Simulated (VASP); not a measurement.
# CoBr4 (Im-3m) in VASP: further runs

The runs below take CoBr4 through single point, with PBE.

Everything below comes from runs of VASP 6.6.1. Logs are shortened: lines on timing, memory, paths and dates and some standing lists are left out, and cuts for length are marked.

### 1 The cell of the first run

It takes space group Im-3m (No. 229, cubic). The conventional cell has a = 6.707 Å, b = 6.707 Å, c = 6.707 Å, α = 90.00°, β = 90.00°, γ = 90.00°. Co (site symmetry m-3m) has 8 Br at 2.90 Å within 3.8 Å. Br (site symmetry -3m) has 2 Co at 2.90 Å and 6 Br at 3.35 Å within 3.8 Å.

The cell was generated, and may not be a known phase.

### 2 Single point, PBE, collinear spin, ferromagnetic start

The input, INCAR:

```
SYSTEM = CoBr4
PREC     = Accurate       ! precision mode
ENCUT    = 520            ! plane-wave cutoff, eV
EDIFF    = 1E-6           ! SCF threshold, eV
ISMEAR   = 0              ! smearing method
SIGMA    = 0.1            ! smearing width, eV
LREAL    = .FALSE.        ! projectors in reciprocal space
LASPH    = .TRUE.         ! aspherical terms in the spheres
NELM     = 150            ! most SCF steps
ALGO     = Normal         ! electronic algorithm
ISIF     = 2              ! what is computed and relaxed
LWAVE    = .FALSE.        ! write WAVECAR
LCHARG   = .FALSE.        ! write CHGCAR
ISPIN    = 2              ! spin polarisation
MAGMOM   = 3 0 0 0 0      ! initial moments
LORBIT   = 11             ! projections on sites
LMAXMIX  = 4              ! l up to which the mixer works
GGA      = PE             ! functional
NBANDS   = 30             ! bands
```

The input, KPOINTS:

```
regular mesh
0
G
  4 4 4
  0 0 0
```

The input, POSCAR:

```
CoBr4
1.0
   -3.3535748700      3.3535748700      3.3535748700
    3.3535748700     -3.3535748700      3.3535748700
    3.3535748700      3.3535748700     -3.3535748700
Co Br
1 4
Direct
    0.0000000000      0.0000000000      0.0000000000
    0.0000000000      0.0000000000      0.5000000000
    0.0000000000      0.5000000000      0.0000000000
    0.5000000000      0.0000000000      0.0000000000
    0.5000000000      0.5000000000      0.5000000000
```

Potentials or basis: VASP PAW PBE potentials, release 64 (Co, Br).

On the command line:

```bash
cat potpaw_PBE.64/Co/POTCAR potpaw_PBE.64/Br/POTCAR > POTCAR
mpirun -np 1 vasp_std > vasp.out
```

OUTCAR:

```text
SYSTEM = CoBr4
   PREC = Accurate
   ENCUT = 520
   EDIFF = 1E-6
   ISMEAR = 0
   LREAL = .FALSE.
   LASPH = .TRUE.
   NELM = 150
   ISIF = 2
   ISPIN = 2
   LORBIT = 11
   GGA = PE

 ion  position               nearest neighbor table
   1  0.000  0.000  0.000-   2 2.90   3 2.90   4 2.90   5 2.90   2 2.90   3 2.90   4 2.90   5 2.90

   2  0.000  0.000  0.500-   1 2.90   1 2.90
   3  0.000  0.500  0.000-   1 2.90   1 2.90
   4  0.500  0.000  0.000-   1 2.90   1 2.90
   5  0.500  0.500  0.500-   1 2.90   1 2.90

  LATTYP: Found a body centered cubic cell.
 ALAT       =     6.7071497400

  Lattice vectors:

 A1 = (  -3.3535748700,   3.3535748700,   3.3535748700)
 A2 = (   3.3535748700,  -3.3535748700,   3.3535748700)
 A3 = (   3.3535748700,   3.3535748700,  -3.3535748700)

Analysis of symmetry for initial positions (statically):
=====================================================================
 Subroutine PRICEL returns:
 Original cell was already a primitive cell.

 Routine SETGRP: Setting up the symmetry group for a
 body centered cubic supercell.

 Subroutine GETGRP returns: Found 48 space group operations
 (whereof 48 operations were pure point group operations)
 out of a pool of 48 trial point group operations.

The static configuration has the point symmetry O_h .

Analysis of symmetry for dynamics (positions and initial velocities):
=====================================================================
 Subroutine PRICEL returns:
 Original cell was already a primitive cell.

 Routine SETGRP: Setting up the symmetry group for a
 body centered cubic supercell.

 Subroutine GETGRP returns: Found 48 space group operations
 (whereof 48 operations were pure point group operations)
 out of a pool of 48 trial point group operations.

The dynamic configuration has the point symmetry O_h .

Analysis of structural, dynamic, and magnetic symmetry:
=====================================================================
 Subroutine PRICEL returns:
 Original cell was already a primitive cell.

 Routine SETGRP: Setting up the symmetry group for a
 body centered cubic supercell.

 Subroutine GETGRP returns: Found 48 space group operations
 (whereof 48 operations were pure point group operations)
 out of a pool of 48 trial point group operations.

The overall configuration has the point symmetry O_h .

 Subroutine INISYM returns: Found 48 space group operations
 (whereof 48 operations are pure point group operations),
 and found     1 'primitive' translations

----------------------------------------------------------------------------------------

                                     Primitive cell

  volume of cell :     150.8634

  direct lattice vectors                    reciprocal lattice vectors
    -3.353574870  3.353574870  3.353574870     0.000000000  0.149094629  0.149094629
     3.353574870 -3.353574870  3.353574870     0.149094629  0.000000000  0.149094629
     3.353574870  3.353574870 -3.353574870     0.149094629  0.149094629  0.000000000

  length of vectors
     5.808562062  5.808562062  5.808562062     0.210851646  0.210851646  0.210851646

  position of ions in fractional coordinates (direct lattice)
     0.000000000  0.000000000  0.000000000
     0.000000000  0.000000000  0.500000000
     0.000000000  0.500000000  0.000000000
     0.500000000  0.000000000  0.000000000
     0.500000000  0.500000000  0.500000000

  ion indices of the primitive-cell ions
   primitive index   ion index
                 1           1
                 2           2
                 3           3
                 4           4
                 5           5

----------------------------------------------------------------------------------------

 KPOINTS: regular mesh

Automatic generation of k-mesh.
 Grid dimensions read from file:
 generate k-points for:    4    4    4

 Generating k-lattice:

  Cartesian coordinates                     Fractional coordinates (reciprocal lattice)
     0.000000000  0.037273657  0.037273657     0.250000000  0.000000000  0.000000000
     0.037273657  0.000000000  0.037273657     0.000000000  0.250000000  0.000000000
     0.037273657  0.037273657  0.000000000     0.000000000  0.000000000  0.250000000

  Length of vectors
     0.052712911  0.052712911  0.052712911

  Shift w.r.t. Gamma in fractional coordinates (k-lattice)
     0.000000000  0.000000000  0.000000000

 Subroutine IBZKPT returns following result:
 ===========================================

 Found      8 irreducible k-points:

 Following reciprocal coordinates:
            Coordinates               Weight
  0.000000  0.000000  0.000000      1.000000
  0.250000  0.000000  0.000000     12.000000
  0.500000  0.000000  0.000000      6.000000
  0.250000  0.250000  0.000000     24.000000
  0.250000  0.250000  0.250000      2.000000
 -0.250000  0.250000  0.250000      6.000000
  0.500000  0.500000  0.250000     12.000000
  0.500000  0.500000  0.500000      1.000000
   k-points           NKPTS =      8   k-points in BZ     NKDIM =      8   number of bands    NBANDS=     30
   number of dos      NEDOS =    301   number of ions     NIONS =      5
   total plane-waves  NPLWV = 110592
   dimension x,y,z NGX =    48 NGY =   48 NGZ =   48
   dimension x,y,z NGXF=    96 NGYF=   96 NGZF=   96
   ions per type =               1   4
   NGX,Y,Z   is equivalent  to a cutoff of  13.74, 13.74, 13.74 a.u.
   NGXF,Y,Z  is equivalent  to a cutoff of  27.48, 27.48, 27.48 a.u.
 SYSTEM =  CoBr4
   PREC   = accura    normal or accurate (medium, high low for compatibility)
   ISTART =      0    job   : 0-new  1-cont  2-samecut
   ICHARG =      2    charge: 1-file 2-atom 10-const
   ISPIN  =      2    spin polarized calculation?
   LNONCOLLINEAR =      F non collinear calculations
   LSORBIT =      F    spin-orbit coupling
   LASPH  =      T    aspherical Exc in radial PAW
   ENCUT  =  520.0 eV  38.22 Ry    6.18 a.u.  10.80 10.80 10.80*2*pi/ulx,y,z
   NELM   =    150;   NELMIN=  2; NELMDL= -5     # of ELM steps
   EDIFF  = 0.1E-05   stopping-criterion for ELM
   LREAL  =      F    real-space projection
[... 7 lines left out ...]
   TEBEG  =    0.0;   TEEND  =   0.0 temperature during run
   PSTRESS=    0.0 pullay stress
   NELECT =      37.0000    total number of electrons
   NUPDOWN=      -1.0000    fix difference up-down
   EMIN   =  10.00;   EMAX   =-10.00  energy-range for DOS
   EFERMI =   0.00;   METHOD = LEGACY
   ISMEAR =     0;   SIGMA  =   0.10  broadening in eV -4-tet -1-fermi 0-gaus
   EFERMI_NEDOS =   21; number of points for ismear=-14 and -15
   IALGO  =     38    algorithm
   IMIX   =      4    mixing-type and parameters
     AMIX     =   0.40;   BMIX     =  1.00
     AMIX_MAG =   1.60;   BMIX_MAG =  1.00
  volume/ion in A,a.u.               =      30.17       203.62
  Fermi-wavevector in a.u.,A,eV,Ry     =   1.024741  1.936480 14.287395  1.050094
  Thomas-Fermi vector in A             =   2.158544
   LORBIT       =     11    0 simple, 1 ext, 2 COOP (PROOUT), +10 PAW based schemes
   GGA     = PE    functional components
   LHFCALC =     F    Hartree Fock is set to
   AEXX    =    0.0000 exact exchange contribution
   IVDW    =     0    specifies the selected vdW correction
   LEPSILON=     F    determine dielectric tensor
   LRPA    =     F    only Hartree local field effects (RPA)
 spin polarized calculation
 Gauss-broadening in eV      SIGMA  =   0.10
  energy-cutoff  :      520.00
  volume of cell :      150.86
 maximum number of plane-waves:      4124
 NGX is ok and might be reduce to    48
   NGX = 21   NGY = 21   NGZ = 21

 number of electron      37.0000008 magnetization       2.4971915

 Free energy of the ion-electron system (eV)
  ---------------------------------------------------
  ext. energy  EPLUGINS =         0.00000000
  ---------------------------------------------------
  free energy    TOTEN  =       -11.83280812 eV

  energy without entropy =      -11.80541033  energy(sigma->0) =      -11.81910923

 E-fermi :   0.5016     XC(G=0):  -8.3212

 val. band max:        0.4964617318   @ k =   0.5000   0.5000   0.2500
 cond. band min:       0.5381130378   @ k =   0.0000   0.0000   0.0000
 fundamental gap:      0.0416513059
 Fermi energy:         0.5016070743

 spin component 1

 k-point     1 :       0.0000    0.0000    0.0000
  band No.  band energies     occupation
      1     -14.1149      1.00000
      2     -13.0537      1.00000
      3     -13.0537      1.00000
      4     -13.0537      1.00000
      5      -3.1421      1.00000
      6      -3.1421      1.00000
[... 253 lines left out ...]
     29      10.5301      0.00000
     30      10.5301      0.00000
 Fermi energy:         0.5016070743

 spin component 2

 k-point     1 :       0.0000    0.0000    0.0000
  band No.  band energies     occupation
      1     -14.1082      1.00000
      2     -13.0498      1.00000
      3     -13.0498      1.00000
      4     -13.0498      1.00000
      5      -3.0754      1.00000
      6      -3.0754      1.00000
[... 253 lines left out ...]
     29      10.5434      0.00000
     30      10.5434      0.00000

------------------------ aborting loop because EDIFF is reached ----------------------------------------

  FORCE on cell =-STRESS in cart. coord.  units (eV):
  Direction    XX          YY          ZZ          XY          YZ          ZX
  --------------------------------------------------------------------------------------
  -------------------------------------------------------------------------------------
  Total       -2.8502437     -2.8502437     -2.8502437     -0.0000000     -0.0000000     -0.0000000
  in kB      -30.2697312    -30.2697312    -30.2697312     -0.0000000     -0.0000000     -0.0000000
  external PRESSURE =     -30.2697312 kB  Pullay stress =       0.0000000 kB

 VOLUME and BASIS-vectors are now :
 -----------------------------------------------------------------------------
  energy-cutoff  :      520.00
  volume of cell :      150.86
      direct lattice vectors                 reciprocal lattice vectors
    -3.353574870  3.353574870  3.353574870     0.000000000  0.149094629  0.149094629
     3.353574870 -3.353574870  3.353574870     0.149094629  0.000000000  0.149094629
     3.353574870  3.353574870 -3.353574870     0.149094629  0.149094629  0.000000000

 POSITION                                       TOTAL-FORCE (eV/Angst)
 -----------------------------------------------------------------------------------
      0.00000      0.00000      0.00000         0.000000     -0.000000     -0.000000
      1.67679      1.67679     -1.67679        -0.000000      0.000000     -0.000000
      1.67679     -1.67679      1.67679        -0.000000     -0.000000      0.000000
     -1.67679      1.67679      1.67679         0.000000     -0.000000      0.000000
      1.67679      1.67679      1.67679         0.000000     -0.000000      0.000000
 -----------------------------------------------------------------------------------
    total drift:                                0.000000      0.000000     -0.000000

  FREE ENERGIE OF THE ION-ELECTRON SYSTEM (eV)
  ---------------------------------------------------
  free  energy   TOTEN  =       -11.8328081187 eV

  energy  without entropy=      -11.8054103335  energy(sigma->0) =      -11.81910923

 total charge

# of ion       s       p       d       tot
------------------------------------------
    1        0.214   0.153   7.089   7.456
    2        1.633   3.089   0.012   4.734
    3        1.633   3.089   0.012   4.734
    4        1.633   3.089   0.012   4.734
    5        1.633   3.089   0.012   4.734
--------------------------------------------------
tot          6.745  12.511   7.138  26.394

 magnetization (x)

# of ion       s       p       d       tot
------------------------------------------
    1        0.024   0.015   2.394   2.432
    2        0.002  -0.003   0.001   0.000
    3        0.002  -0.003   0.001   0.000
    4        0.002  -0.003   0.001   0.000
    5        0.002  -0.003   0.001   0.000
--------------------------------------------------
tot          0.031   0.004   2.398   2.433
```

Run time: 5.5 min. Hardware: 1 thread of Intel Xeon 8259CL, shared host; peak memory 0.38 GiB.

Results:

| Item | Value |
| --- | --- |
| Free energy | -11.8328 eV |
| Pressure | -3.0 GPa |
| Net moment | 2.50 μB per cell |
| Site moments | Co +2.43; Br +0.00 μB |
| Valence electrons inside the program's atomic spheres | Co 7.46; Br 4.73 |

Caveat: the cell stands under tension; semilocal functionals often make such compounds metallic where correlation or magnetic order opens a gap, which also shifts bond lengths.

### 3 Single point, PBE, collinear spin, ferromagnetic start

This run uses another cell than the first one, of 26.86 Å³/atom.

The input, INCAR:

```
SYSTEM = CoBr4
PREC = Accurate
ENCUT = 520
EDIFF = 1E-7
ISMEAR = 0
SIGMA = 0.1
LREAL = .FALSE.
LASPH = .TRUE.
NELM = 150
ALGO = Normal
ISIF = 2
LWAVE = .FALSE.
LCHARG = .FALSE.
ISPIN = 2
MAGMOM = 2.73 0 0 0 0
LORBIT = 11
LMAXMIX = 4
GGA = PE
NBANDS = 30
```

The input, KPOINTS:

```
regular mesh
0
G
  8 8 8
  0 0 0
```

POSCAR, as its differences from that of step 2:

```diff
@@ -2,5 +2,5 @@
 1.0
-   -3.3535748700      3.3535748700      3.3535748700
-    3.3535748700     -3.3535748700      3.3535748700
-    3.3535748700      3.3535748700     -3.3535748700
+   -3.2260760365      3.2260760365      3.2260760365
+    3.2260760365     -3.2260760365      3.2260760365
+    3.2260760365      3.2260760365     -3.2260760365
 Co Br
```

Potentials or basis: VASP PAW PBE potentials, release 64 (Co, Br).

On the command line:

```bash
cat potpaw_PBE.64/Co/POTCAR potpaw_PBE.64/Br/POTCAR > POTCAR
mpirun -np 1 vasp_std > vasp.out
```

It took 13 min on 1 thread of Intel Xeon 8259CL, shared host; peak memory 0.38 GiB.

Results (log left out):

```yaml
Free_energy: -11.9969 eV
Pressure: 0.0 GPa
Net_moment: 2.33 μB per cell
Site_moments: Co +2.33; Br -0.01 μB
Valence_electrons_inside_the_program's_atomic_spheres: Co 7.55; Br 4.76
```

Levels at points of the mesh, in eV from the Fermi level:
Spin up:
```
           k point  band 16  band 17  band 18  band 19  band 20  band 21  band 22  band 23
(0.00, 0.00, 0.00)    -0.48    -0.48    -0.48     0.08     0.71     0.76     0.76     5.62
(0.50, 0.00, 0.00)    -1.52    -1.45    -1.45    -0.90     0.05     0.26     4.10     5.92
(0.50, 0.50, 0.50)     0.29     0.29     0.29     0.29     0.29     0.29     5.16     5.16
```
Spin down:
| k point | band 15 | band 16 | band 17 | band 18 | band 19 | band 20 |
| --- | --- | --- | --- | --- | --- | --- |
| (0.00, 0.00, 0.00) | -0.49 | 0.10 | 0.10 | 0.10 | 0.11 | 0.72 |
| (0.50, 0.00, 0.00) | -0.63 | -0.51 | -0.14 | 0.03 | 0.16 | 0.22 |
| (0.50, 0.50, 0.50) | -0.58 | 0.25 | 0.25 | 0.25 | 1.53 | 1.53 |

Caveat: semilocal functionals often make such compounds metallic where correlation or magnetic order opens a gap, which also shifts bond lengths.

### 4 Single point, PBE, collinear spin, ferromagnetic start

This run uses another cell than the first one, of 26.86 Å³/atom.

The input, INCAR:

```
PREC = Accurate
ENCUT = 520
EDIFF = 1E-6
ISMEAR = 0
SIGMA = 0.1
LREAL = False
LASPH = True
NELM = 150
ALGO = Normal
ISIF = 2
LWAVE = False
LCHARG = True
ISPIN = 2
MAGMOM = 2.61 0 0 0 0
LORBIT = 11
LMAXMIX = 4
GGA = PE
LELF = True
LVHAR = True
NBANDS = 30
```

The input, KPOINTS:

```
regular mesh
0
Gamma
  8 8 8
```

POSCAR is that of step 3.

On the command line:

```bash
cat potpaw_PBE.64/Co/POTCAR potpaw_PBE.64/Br/POTCAR > POTCAR
mpirun -np 1 vasp_std > vasp.out
```

It took 11 min on 1 thread of Intel Xeon 8259CL, shared host; peak memory 0.38 GiB.

It converged, with:

| Property | Result |
| --- | --- |
| Free energy | -11.9969 eV |
| Pressure | -0.1 GPa |
| Net moment | 2.33 μB per cell |
| Site moments | Co +2.33; Br -0.01 μB |
| Valence electrons inside the program's atomic spheres | Co 7.55; Br 4.76 |

Levels at points of the mesh, in eV from the Fermi level:
Spin up:
```tsv
k point	band 16	band 17	band 18	band 19	band 20	band 21	band 22	band 23
(0.00, 0.00, 0.00)	-0.48	-0.48	-0.48	0.08	0.71	0.76	0.76	5.62
(0.50, 0.00, 0.00)	-1.52	-1.45	-1.45	-0.90	0.05	0.26	4.10	5.92
(0.50, 0.50, 0.50)	0.29	0.29	0.29	0.29	0.29	0.29	5.16	5.16
```
Spin down:
```
           k point  band 13  band 14  band 15  band 16  band 17  band 18  band 19  band 20  band 21  band 22
(0.00, 0.00, 0.00)    -0.49    -0.49    -0.49     0.10     0.10     0.10     0.11     0.72     0.72     1.24
(0.50, 0.00, 0.00)    -1.63    -1.48    -0.63    -0.51    -0.14     0.03     0.16     0.22     1.46     4.71
(0.50, 0.50, 0.50)    -0.71    -0.58    -0.58     0.25     0.25     0.25     1.53     1.53     1.53     5.38
```

Caveat: semilocal functionals often make such compounds metallic where correlation or magnetic order opens a gap, which also shifts bond lengths.
